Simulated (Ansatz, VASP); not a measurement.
## Two plane-wave programs on Re2Sb3

```
Re Sb
1.0
     4.33574    0.00000    0.00000
    -2.16787    3.75486    0.00000
     0.00000    0.00000    6.74571
Re Sb
2 3
Direct
  0.33333 0.66667 0.24500
  0.66667 0.33333 0.75500
  0.00000 0.00000 0.00000
  0.33333 0.66667 0.64500
  0.66667 0.33333 0.35500
```

Alike in both runs: task relaxation of cell and atoms; functional PBE; k mesh 6 × 6 × 4; occupations gaussian, width 0.1 eV; no spin polarisation.

```csv
,VASP,Ansatz
version,VASP 6.6.1,Ansatz 0.2.0
potentials or method,"VASP PAW PBE potentials, release 64 (Re, Sb), cutoff 600 eV","scalar-relativistic, plane waves, PAW"
valence electrons in the cell,29,75
```

|  | VASP | Ansatz | Ansatz less VASP |
| --- | --- | --- | --- |
| gap on the k mesh at the Fermi level, each at its own relaxed structure (eV) | none | none | - |
| relaxed volume (Å³/atom) | 20.81 | 20.86 | +0.046 |
| relaxed length of the cell vector where the two differ most in proportion (Å) | 4.511 | 4.514 | +0.0039 |

A gap of «none» marks a metal or a gap that the smearing closes. VASP's potentials hold 29 valence electrons a cell and Ansatz's 75, so a difference there can come from the potentials and not from the codes.

Neither program's run includes spin-orbit coupling.
